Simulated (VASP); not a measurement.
# Sb (P6_3/mmc) in VASP: notebook

Sb is run at these levels: PBE; tasks: electric field gradients.

Program: VASP 6.6.1. These are calculated values, not measurements. Logs are shortened: lines on timing, memory, paths and dates and some standing lists are left out, and cuts for length are marked.

## 1. The cell of the first run

Symmetry: P6_3/mmc, No. 194, hexagonal system. Conventional cell: a = 3.491 Å, b = 3.491 Å, c = 5.356 Å, α = 90.00°, β = 90.00°, γ = 120.00°. Sb (site symmetry -6m2) has 12 Sb at 3.35 to 3.49 Å within 4.4 Å.

This isn't the form of Sb at room conditions, which is rhombohedral.

## 2. Electric field gradients, PBE (28.26 Å³/atom)

Contents of INCAR:

```
SYSTEM = Sb
PREC = Accurate
ENCUT = 520
EDIFF = 1E-8
ISMEAR = -1
SIGMA = 0.05
LREAL = .FALSE.
LASPH = .TRUE.
NELM = 80
ALGO = Normal
ISIF = 2
LWAVE = .FALSE.
LCHARG = .FALSE.
GGA = PE
LEFG = .TRUE.
NBANDS = 12
```

Contents of KPOINTS:

```
Automatic mesh
0
G
  13 13 7
  0 0 0
```

Contents of POSCAR:

```
Sb
1.0
    3.4907657465      0.0000000000      0.0000000000
   -1.7453828732      3.0230918152      0.0000000000
    0.0000000000      0.0000000000      5.3564608584
Sb
2
Direct
    0.3333333333      0.6666666667      0.2500000000
    0.6666666667      0.3333333333      0.7500000000
```

Potentials or basis: VASP PAW PBE potentials, release 64 (Sb).

Started as:

```sh
$ cat potpaw_PBE.64/Sb/POTCAR > POTCAR
$ mpirun -np 1 vasp_std > vasp.out
```

OUTCAR:

```text
SYSTEM = Sb
   PREC = Accurate
   ENCUT = 520
   EDIFF = 1E-8
   ISMEAR = -1
   LREAL = .FALSE.
   LASPH = .TRUE.
   NELM = 80
   ISIF = 2
   GGA = PE

 ion  position               nearest neighbor table
   1  0.333  0.667  0.250-   2 3.35   2 3.35   2 3.35   2 3.35   2 3.35   2 3.35
   2  0.667  0.333  0.750-   1 3.35   1 3.35   1 3.35   1 3.35   1 3.35   1 3.35

  LATTYP: Found a hexagonal cell.
 ALAT       =     3.4907657465
 C/A-ratio  =     1.5344658586

  Lattice vectors:

 A1 = (   3.4907657465,   0.0000000000,   0.0000000000)
 A2 = (  -1.7453828732,   3.0230918152,   0.0000000000)
 A3 = (   0.0000000000,   0.0000000000,   5.3564608584)

Analysis of symmetry for initial positions (statically):
=====================================================================
 Subroutine PRICEL returns:
 Original cell was already a primitive cell.

 Routine SETGRP: Setting up the symmetry group for a
 hexagonal supercell.

 Subroutine GETGRP returns: Found 24 space group operations
 (whereof 12 operations were pure point group operations)
 out of a pool of 24 trial point group operations.

The static configuration has the point symmetry D_3d.
 The point group associated with its full space group is D_6h.

Analysis of symmetry for dynamics (positions and initial velocities):
=====================================================================
 Subroutine PRICEL returns:
 Original cell was already a primitive cell.

 Routine SETGRP: Setting up the symmetry group for a
 hexagonal supercell.

 Subroutine GETGRP returns: Found 24 space group operations
 (whereof 12 operations were pure point group operations)
 out of a pool of 24 trial point group operations.

The dynamic configuration has the point symmetry D_3d.
 The point group associated with its full space group is D_6h.

 Subroutine INISYM returns: Found 24 space group operations
 (whereof 12 operations are pure point group operations),
 and found     1 'primitive' translations

----------------------------------------------------------------------------------------

                                     Primitive cell

  volume of cell :      56.5262

  direct lattice vectors                    reciprocal lattice vectors
     3.490765747  0.000000000  0.000000000     0.286470096  0.165393587  0.000000000
    -1.745382873  3.023091815  0.000000000     0.000000000  0.330787175  0.000000000
     0.000000000  0.000000000  5.356460858     0.000000000  0.000000000  0.186690434

  length of vectors
     3.490765747  3.490765747  5.356460858     0.330787175  0.330787175  0.186690434

  position of ions in fractional coordinates (direct lattice)
     0.333333333  0.666666667  0.250000000
     0.666666667  0.333333333  0.750000000

  ion indices of the primitive-cell ions
   primitive index   ion index
                 1           1
                 2           2

----------------------------------------------------------------------------------------

 KPOINTS: Automatic mesh

Automatic generation of k-mesh.
 Grid dimensions read from file:
 generate k-points for:   13   13    7

 Generating k-lattice:

  Cartesian coordinates                     Fractional coordinates (reciprocal lattice)
     0.022036161  0.012722584  0.000000000     0.076923077  0.000000000  0.000000000
     0.000000000  0.025445167  0.000000000     0.000000000  0.076923077  0.000000000
     0.000000000  0.000000000  0.026670062     0.000000000  0.000000000  0.142857143

  Length of vectors
     0.025445167  0.025445167  0.026670062

  Shift w.r.t. Gamma in fractional coordinates (k-lattice)
     0.000000000  0.000000000  0.000000000

 Subroutine IBZKPT returns following result:
 ===========================================

 Found     84 irreducible k-points:

[... 35 lines left out ...]
 SYSTEM =  Sb
   PREC   = accura    normal or accurate (medium, high low for compatibility)
   ISTART =      0    job   : 0-new  1-cont  2-samecut
   ICHARG =      2    charge: 1-file 2-atom 10-const
   ISPIN  =      1    spin polarized calculation?
   LNONCOLLINEAR =      F non collinear calculations
   LSORBIT =      F    spin-orbit coupling
   LASPH  =      T    aspherical Exc in radial PAW
   ENCUT  =  520.0 eV  38.22 Ry    6.18 a.u.   6.49  6.49  9.96*2*pi/ulx,y,z
   NELM   =     80;   NELMIN=  2; NELMDL= -5     # of ELM steps
   EDIFF  = 0.1E-07   stopping-criterion for ELM
   LREAL  =      F    real-space projection
   EDIFFG = 0.1E-06   stopping-criterion for IOM
   NSW    =      0    number of steps for IOM
   IBRION =     -1    ionic relax: 0-MD 1-quasi-New 2-CG
   NFREE  =      0    steps in history (QN), initial steepest desc. (CG)
   ISIF   =      2    stress and relaxation
   ISYM   =      2    0-nonsym 1-usesym 2-fastsym
   POTIM  = 0.5000    time-step for ionic-motion
   TEBEG  =    0.0;   TEEND  =   0.0 temperature during run
   PSTRESS=    0.0 pullay stress
   NELECT =      10.0000    total number of electrons
   NUPDOWN=      -1.0000    fix difference up-down
   EMIN   =  10.00;   EMAX   =-10.00  energy-range for DOS
   EFERMI =   0.00;   METHOD = LEGACY
   ISMEAR =    -1;   SIGMA  =   0.05  broadening in eV -4-tet -1-fermi 0-gaus
   EFERMI_NEDOS =   21; number of points for ismear=-14 and -15
   IALGO  =     38    algorithm
   IMIX   =      4    mixing-type and parameters
     AMIX     =   0.40;   BMIX     =  1.00
     AMIX_MAG =   1.60;   BMIX_MAG =  1.00
  volume/ion in A,a.u.               =      28.26       190.73
  Fermi-wavevector in a.u.,A,eV,Ry     =   0.919020  1.736695 11.491444  0.844597
  Thomas-Fermi vector in A             =   2.044167
   LORBIT       =      0    0 simple, 1 ext, 2 COOP (PROOUT), +10 PAW based schemes
   GGA     = PE    functional components
   LHFCALC =     F    Hartree Fock is set to
   AEXX    =    0.0000 exact exchange contribution
   IVDW    =     0    specifies the selected vdW correction
   LEPSILON=     F    determine dielectric tensor
   LRPA    =     F    only Hartree local field effects (RPA)
 non-spin polarized calculation
  energy-cutoff  :      520.00
  volume of cell :       56.53
 maximum number of plane-waves:      1568
 NGX is ok and might be reduce to    28
   NGX = 13   NGY = 13   NGZ = 19

 number of electron      10.0000000 magnetization

 number of electron       9.9999999 magnetization

 Free energy of the ion-electron system (eV)
  ---------------------------------------------------
  ext. energy  EPLUGINS =         0.00000000
  ---------------------------------------------------
  free energy    TOTEN  =        -7.72033385 eV

  energy without entropy =       -7.70909395  energy(sigma->0) =       -7.71471390

 E-fermi :   7.9079     XC(G=0): -10.0187

 val. band max:        7.8954194021   @ k =   0.3077   0.0000   0.0000
 cond. band min:       7.9346146646   @ k =   0.3846   0.0769   0.4286
 fundamental gap:      0.0391952625
 Fermi energy:         7.9079312933

 k-point     1 :       0.0000    0.0000    0.0000
  band No.  band energies     occupation
      1      -4.6636      2.00000
      2      -0.6070      2.00000
      3       2.5036      2.00000
      4      10.6073      0.00000
      5      10.6073      0.00000
      6      12.3600      0.00000
      7      12.3600      0.00000
      8      13.6756      0.00000
      9      14.6180      0.00000
     10      16.4243      0.00000
     11      17.3643      0.00000
     12      17.3643      0.00000
[... 331 lines left out ...]
 k-point    24 :       0.1538    0.0000    0.1429
  band No.  band energies     occupation
      1      -4.1826      2.00000
      2      -0.8244      2.00000
      3       3.5964      2.00000
      4       8.1047      0.03834
      5       9.7152      0.00000
      6      10.4257      0.00000
      7      12.2539      0.00000
      8      12.3817      0.00000
      9      14.5710      0.00000
     10      16.7272      0.00000
     11      17.0091      0.00000
     12      17.3929      0.00000

 [... further k-points ...]

------------------------ aborting loop because EDIFF is reached ----------------------------------------

  FORCE on cell =-STRESS in cart. coord.  units (eV):
  Direction    XX          YY          ZZ          XY          YZ          ZX
  --------------------------------------------------------------------------------------
  -------------------------------------------------------------------------------------
  Total       -0.6191571     -0.6191571     -0.6365592     -0.0000000      0.0000000     -0.0000000
  in kB      -17.5493671    -17.5493671    -18.0426109     -0.0000000      0.0000000     -0.0000000
  external PRESSURE =     -17.7137817 kB  Pullay stress =       0.0000000 kB

 VOLUME and BASIS-vectors are now :
 -----------------------------------------------------------------------------
  energy-cutoff  :      520.00
  volume of cell :       56.53
      direct lattice vectors                 reciprocal lattice vectors
     3.490765747  0.000000000  0.000000000     0.286470096  0.165393587  0.000000000
    -1.745382873  3.023091815  0.000000000     0.000000000  0.330787175  0.000000000
     0.000000000  0.000000000  5.356460858     0.000000000  0.000000000  0.186690434

 POSITION                                       TOTAL-FORCE (eV/Angst)
 -----------------------------------------------------------------------------------
     -0.00000      2.01539      1.33912        -0.000000      0.000000      0.000000
      1.74538      1.00770      4.01735         0.000000     -0.000000      0.000000
 -----------------------------------------------------------------------------------
    total drift:                               -0.000000      0.000000     -0.000000

  FREE ENERGIE OF THE ION-ELECTRON SYSTEM (eV)
  ---------------------------------------------------
  free  energy   TOTEN  =        -7.7203338523 eV

  energy  without entropy=       -7.7090939525  energy(sigma->0) =       -7.71471390

 Electric field gradients (V/A^2)
---------------------------------------------------------------------
 ion       V_xx      V_yy      V_zz      V_xy      V_xz      V_yz
---------------------------------------------------------------------
   1      -8.534    -8.534    17.067     0.000     0.000    -0.000
   2      -8.534    -8.534    17.067     0.000    -0.000     0.000
---------------------------------------------------------------------

 Electric field gradients after diagonalization (V/A^2)
 (convention: |V_zz| > |V_xx| > |V_yy|)
----------------------------------------------------------------------
 ion       V_xx      V_yy      V_zz     asymmetry (V_yy - V_xx)/ V_zz
----------------------------------------------------------------------
   1      -8.534    -8.534    17.067       0.000
   2      -8.534    -8.534    17.067       0.000
----------------------------------------------------------------------

           NMR quadrupolar parameters

 Cq : quadrupolar parameter    Cq=e*Q*V_zz/h
 eta: asymmetry parameters     (V_yy - V_xx)/ V_zz
 Q  : nuclear electric quadrupole moment in mb (millibarn)
----------------------------------------------------------------------
 ion       Cq(MHz)       eta       Q (mb)
----------------------------------------------------------------------
   1       0.041       0.000       1.000
   2       0.041       0.000       1.000
----------------------------------------------------------------------
```

It took 64 s on 1 thread of Intel Xeon 8259CL, shared host; peak memory 0.21 GiB.

Results:

```yaml
Free_energy: -7.7203 eV
Pressure: -1.8 GPa
Band_gap_on_the_k_mesh: zero (bands 5 and 6 overlap by 5.81 eV)
Largest_electric_field_gradient_by_atom: Sb +17.1 V/Å²
```

Levels at points of the mesh, in eV from the Fermi level:
```csv
k point,band 2,band 3,band 4,band 5,band 6,band 7,band 8,band 9
"(0.00, 0.00, 0.00)",-8.51,-5.40,2.70,2.70,4.45,4.45,5.77,6.71
```

Electric field gradients, principal values (V/Å²):
```csv
atom,least,middle,greatest (by size)
1 Sb,-8.534,-8.534,17.067
2 Sb,-8.534,-8.534,17.067
```

Caveat: without QUAD_EFG the Cq values of the log hold for a quadrupole moment of 1 mb, not for the nuclei; spin-orbit coupling is left out, which moves the levels of the heavy elements.

## 3. Electric field gradients, PBE (29.09 Å³/atom)

This run uses another cell than the first one, of 29.09 Å³/atom.

Contents of INCAR:

```
SYSTEM = Sb
  PREC = Accurate
  ENCUT = 520
  EDIFF = 1E-8
  ISMEAR = -1
  SIGMA = 0.05
  LREAL = .FALSE.
  LASPH = .TRUE.
  NELM = 80
  ALGO = Normal
  ISIF = 2
  LWAVE = .FALSE.
  LCHARG = .FALSE.
  GGA = PE
  LEFG = .TRUE.
  NBANDS = 12
```

Contents of KPOINTS:

```
regular mesh
0
G
  13 13 7
  0 0 0
```

Contents of POSCAR:

```
Sb
1.0
    3.5243328610      0.0000000000      0.0000000000
   -1.7621664305      3.0521617890      0.0000000000
    0.0000000000      0.0000000000      5.4079684495
Sb
2
Direct
    0.3333333333      0.6666666667      0.2500000000
    0.6666666667      0.3333333333      0.7500000000
```

Potentials or basis: VASP PAW PBE potentials, release 64 (Sb).

Started as:

```sh
$ cat potpaw_PBE.64/Sb/POTCAR > POTCAR
$ mpirun -np 1 vasp_std > vasp.out
```

OUTCAR:

```text
SYSTEM = Sb
   PREC = Accurate
   ENCUT = 520
   EDIFF = 1E-8
   ISMEAR = -1
   LREAL = .FALSE.
   LASPH = .TRUE.
   NELM = 80
   ISIF = 2
   GGA = PE

 ion  position               nearest neighbor table
   1  0.333  0.667  0.250-   2 3.38   2 3.38   2 3.38   2 3.38   2 3.38   2 3.38
   2  0.667  0.333  0.750-   1 3.38   1 3.38   1 3.38   1 3.38   1 3.38   1 3.38

  LATTYP: Found a hexagonal cell.
 ALAT       =     3.5243328610
 C/A-ratio  =     1.5344658586

  Lattice vectors:

 A1 = (   3.5243328610,   0.0000000000,   0.0000000000)
 A2 = (  -1.7621664305,   3.0521617890,   0.0000000000)
 A3 = (   0.0000000000,   0.0000000000,   5.4079684495)

Analysis of symmetry for initial positions (statically):
=====================================================================
 Subroutine PRICEL returns:
 Original cell was already a primitive cell.

 Routine SETGRP: Setting up the symmetry group for a
 hexagonal supercell.
[... 553 lines left out ...]
  volume of cell :       58.17
      direct lattice vectors                 reciprocal lattice vectors
     3.524332861  0.000000000  0.000000000     0.283741644  0.163818315  0.000000000
    -1.762166430  3.052161789  0.000000000     0.000000000  0.327636629  0.000000000
     0.000000000  0.000000000  5.407968450     0.000000000  0.000000000  0.184912321

 POSITION                                       TOTAL-FORCE (eV/Angst)
 -----------------------------------------------------------------------------------
     -0.00000      2.03477      1.35199         0.000000      0.000000      0.000000
      1.76217      1.01739      4.05598        -0.000000     -0.000000      0.000000
 -----------------------------------------------------------------------------------
    total drift:                               -0.000000      0.000000      0.000000

  FREE ENERGIE OF THE ION-ELECTRON SYSTEM (eV)
  ---------------------------------------------------
  free  energy   TOTEN  =        -7.6948654664 eV

  energy  without entropy=       -7.6835390569  energy(sigma->0) =       -7.68920226

 Electric field gradients (V/A^2)
---------------------------------------------------------------------
 ion       V_xx      V_yy      V_zz      V_xy      V_xz      V_yz
---------------------------------------------------------------------
   1      -8.899    -8.899    17.798     0.000     0.000    -0.000
   2      -8.899    -8.899    17.798     0.000    -0.000     0.000
---------------------------------------------------------------------

 Electric field gradients after diagonalization (V/A^2)
 (convention: |V_zz| > |V_xx| > |V_yy|)
----------------------------------------------------------------------
 ion       V_xx      V_yy      V_zz     asymmetry (V_yy - V_xx)/ V_zz
----------------------------------------------------------------------
   1      -8.899    -8.899    17.798       0.000
   2      -8.899    -8.899    17.798       0.000
----------------------------------------------------------------------

           NMR quadrupolar parameters

 Cq : quadrupolar parameter    Cq=e*Q*V_zz/h
 eta: asymmetry parameters     (V_yy - V_xx)/ V_zz
 Q  : nuclear electric quadrupole moment in mb (millibarn)
----------------------------------------------------------------------
 ion       Cq(MHz)       eta       Q (mb)
----------------------------------------------------------------------
   1       0.043       0.000       1.000
   2       0.043       0.000       1.000
----------------------------------------------------------------------
```

Run time: 67 s. Hardware: 1 thread of Intel Xeon 8259CL, shared host; peak memory 0.21 GiB.

Results:

| Quantity | Value |
| --- | --- |
| Free energy | -7.6949 eV |
| Pressure | -3.2 GPa |
| Band gap on the k mesh | zero (bands 5 and 6 overlap by 5.59 eV) |
| Largest electric field gradient by atom | Sb +17.8 V/Å² |

Levels at points of the mesh, in eV from the Fermi level:
```csv
k point,band 2,band 3,band 4,band 5,band 6,band 7,band 8,band 9
"(0.00, 0.00, 0.00)",-8.48,-5.23,2.60,2.60,4.29,4.29,5.53,6.60
```

Electric field gradients, principal values (V/Å²):
| atom | least | middle | greatest (by size) |
| --- | --- | --- | --- |
| 1 Sb | -8.899 | -8.899 | 17.798 |
| 2 Sb | -8.899 | -8.899 | 17.798 |

Caveat: the cell stands under tension; without QUAD_EFG the Cq values of the log hold for a quadrupole moment of 1 mb, not for the nuclei; spin-orbit coupling is left out, which moves the levels of the heavy elements.
